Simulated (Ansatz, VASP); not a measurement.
## One calculation of TaN, two programs

```xyz
2
Lattice="2.9380 0.0000 0.0000 -1.4690 2.5444 0.0000 0.0000 0.0000 2.9407" Properties=species:S:1:pos:R:3 pbc="T T T"
Ta    0.0000    1.6963    1.4703
N     0.0000    0.0000    0.0000
```

Change from the starting cell: zz strain of +2 %, PAW files.

Alike in both runs: task electric field gradients; functional PBEsol; k mesh 12 × 12 × 10; occupations fermi-dirac, width 0.02 eV; no spin polarisation.

|  | VASP | Ansatz |
| --- | --- | --- |
| version | VASP 6.6.1 | Ansatz 0.2.0 |
| potentials or method | VASP PAW PBE potentials, release 64 (Ta_pv, N) | PAW with Ansatz's default frozen-core files, scalar-relativistic |
| plane-wave cutoff (eV) | 520 | 420 |
| valence electrons in the cell | 16 | 18 |

|  | VASP | Ansatz | Ansatz less VASP |
| --- | --- | --- | --- |
| pressure (GPa) | -11.1 | -11.8 | -0.70 |
| traceless stress, the component that is largest in VASP (GPa) | -8.64 | -8.75 | -0.110 |
| size of Vzz on the site where it differs most (V/Å²) | 34.5 | 69.3 | +34.73 |

VASP's potentials were made for PBE, not for PBEsol. VASP's potentials hold 16 valence electrons a cell and Ansatz's 18, so a difference there can come from the potentials and not from the codes.

Spin-orbit coupling is off throughout.
